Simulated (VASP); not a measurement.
Crystal: ZrS.

```
Zr S
1.0
     0.00000    2.62500    2.62500
     2.62500    0.00000    2.62500
     2.62500    2.62500    0.00000
Zr S
1 1
Cartesian
  0.0000 0.0000 0.0000
  2.6250 2.6250 2.6250
```

Base run:

```yaml
Program: VASP 6.6.1
Functional: r2SCAN
Potentials_or_basis: VASP PAW PBE potentials, release 64 (Zr_sv, S)
Cutoff: 520 eV
k_mesh: 14 × 14 × 14
Occupations: gaussian, width 0.1 eV
Spin: no spin polarisation
```

Its results: band gap on the k mesh zero (band 9 reaches 12.43 eV, above the bottom of band 10 at 9.52 eV); pressure -2.0 GPa.

Question: After a change of settings the same cell gave: band gap on the k mesh zero (band 9 reaches 12.44 eV, above the bottom of band 10 at 9.52 eV); pressure -1.5 GPa. Which change was it?
A. k mesh from 14 × 14 × 14 to 1 × 1 × 1
B. occupations from gaussian, width 0.1 eV to fermi-dirac, width 0.2 eV
C. k mesh from 14 × 14 × 14 to 4 × 4 × 4; further incar settings from ALGO = Normal; EDIFF = 1e-06; NBANDS = 16 to ALGO = Normal; EDIFF = 1e-07; NBANDS = 16

Answer: B.

Caveats: the PAW data sets were made with another functional, which shifts forces and pressure a little.
